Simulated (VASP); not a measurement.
# WAu: relaxation of cell and atoms with BLYP+D3(BJ)

Crystal: WAu.

```
CELL_PARAMETERS angstrom
0.00000 2.74798 2.74798
2.74798 0.00000 2.74798
2.74798 2.74798 0.00000
ATOMIC_POSITIONS crystal
W 0.00000 0.00000 0.00000
Au 0.75000 0.75000 0.75000
```

```json
{
 "Program": "VASP 6.6.1",
 "Task": "relaxation of cell and atoms",
 "Functional": "BLYP",
 "Dispersion": "D3(BJ)",
 "Potentials or basis": "VASP PAW PBE potentials, release 64 (W_sv, Au)",
 "Cutoff": "600 eV",
 "k mesh": "8 × 8 × 8",
 "Occupations": "fermi-dirac, width 0.05 eV",
 "Spin": "no spin polarisation",
 "Dipole correction": "no",
 "Further INCAR settings": "ALGO = Normal; EDIFF = 1e-06; IBRION = 2; EDIFFG = -0.01; NSW = 60; ISIF = 3"
}
```

```yaml
Relaxed_volume: 24.22 Å³/atom
Relaxed_cell: a = 4.092 Å, b = 4.092 Å, c = 4.092 Å, α = 60.00°, β = 60.00°, γ = 60.00°
Space_group_after_relaxing_to_0.05_Å: F-43m (No. 216)
Energy_gained_by_relaxing: 285.5 meV/atom
Ionic_steps: 5
Pressure_after_relaxing: -0.1 GPa
Dispersion_energy_per_atom: -1.305 eV
```

Step by step:
| step | energy change (eV) | largest force (eV/Å) | pressure (GPa) | volume (Å³) |
| --- | --- | --- | --- | --- |
| 1 | 0.0000 | 0.0000 | 30.61 | 41.50 |
| 2 | 1.3518 | 0.0000 | -19.10 | 70.15 |
| 3 | -0.5618 | 0.0000 | -2.75 | 49.50 |
| 4 | -0.5706 | 0.0000 | -0.65 | 48.68 |
| 5 | -0.5710 | 0.0000 | -0.06 | 48.45 |

Final structure:
```
W Au
1.0
     0.00000    2.89340    2.89340
     2.89340    0.00000    2.89340
     2.89340    2.89340    0.00000
W Au
1 1
Direct
  0.00000 0.00000 0.00000
  0.75000 0.75000 0.75000
```

Levels at points of the mesh, in eV from the Fermi level:
```tsv
k point	band 11	band 12	band 13	band 14	band 15	band 16
(0.00, 0.00, 0.00)	-0.78	-0.78	-0.78	1.53	1.53	8.69
(0.50, 0.00, 0.00)	-1.72	-0.28	-0.28	1.35	1.35	2.01
(0.50, 0.50, 0.00)	-2.73	0.33	1.33	1.46	1.46	2.77
```

It took 100 s on 1 thread of AMD EPYC 9R45 96-Core Processor (Zen 5), on a shared host, peak memory 0.18 GiB.

Caveat: the volume moved by over 15 % at a fixed basis, so the end points are rough; the PAW data sets were made with another functional, which shifts forces and pressure a little; spin-orbit coupling is left out, which moves the levels of the heavy elements; pairwise dispersion overbinds metals, which lowers pressure and volume.
